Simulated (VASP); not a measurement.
A run of VASP 6.6.1 is set up as follows.

File INCAR:

```
PREC = Accurate
ENCUT = 520
EDIFF = 1E-6
ISMEAR = 0
SIGMA = 0.1
LREAL = F
LASPH = T
NELM = 80
ALGO = Fast
ISIF = 2
LWAVE = F
LCHARG = F
GGA = PS
NBANDS = 11
```

Contents of KPOINTS:

```
regular mesh
0
Gamma
  12 12 12
```

File POSCAR:

```
Sr
1.0
    0.0000000000      2.8345267476      2.8345267476
    2.8345267476      0.0000000000      2.8345267476
    2.8345267476      2.8345267476      0.0000000000
Sr
1
Direct
    0.0000000000      0.0000000000      0.0000000000
```

Potentials or basis: VASP PAW PBE potentials, release 64 (Sr_sv).

The run is started by

```bash
$ cat potpaw_PBE.64/Sr_sv/POTCAR > POTCAR
$ mpirun -np 1 vasp_std > vasp.out
```

Question: What does it give for the pressure?

Answer: 2.1 GPa.

Caveat: the PAW data sets were made with another functional, which shifts forces and pressure a little.
